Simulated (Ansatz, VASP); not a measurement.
**MgS: VASP beside Ansatz**

```xyz
4
Lattice="4.0346 0.0000 0.0000 -2.0173 3.4941 0.0000 0.0000 0.0000 6.4323" Properties=species:S:1:pos:R:3 pbc="T T T"
S     2.0173    1.1647    5.6556
S     0.0000    2.3294    2.4394
Mg    0.0000    2.3294    6.4050
Mg    2.0173    1.1647    3.1888
```

Alike in both runs: task relaxation of cell and atoms; functional PBE; dispersion D3(BJ); k mesh 8 × 8 × 4; occupations fermi-dirac, width 0.05 eV; no spin polarisation.

|  | VASP | Ansatz |
| --- | --- | --- |
| version | VASP 6.6.1 | Ansatz 0.2.0 |
| potentials or method | VASP PAW PBE potentials, release 64 (S, Mg) | Ansatz PAW |
| plane-wave cutoff (eV) | 600 | 420 |
| valence electrons in the cell | 16 | 32 |

Ansatz gave:

- gap on the k mesh at the Fermi level, each at its own relaxed structure (eV): 3.55
- relaxed volume (Å³/atom): 22.25
- relaxed cell length with the largest relative difference (Å): 6.396

Task: Estimate VASP's values.

Result: gap on the k mesh at the Fermi level, each at its own relaxed structure (eV): 3.54; relaxed volume (Å³/atom): 22.20; relaxed cell length with the largest relative difference (Å): 6.383.

VASP's potentials hold 16 valence electrons a cell and Ansatz's 32, so a difference there can come from the potentials and not from the codes.

Noted on Ansatz's run: the plane-wave basis is chosen anew once the cell has moved, so the energies of steps on either side of that aren't comparable.
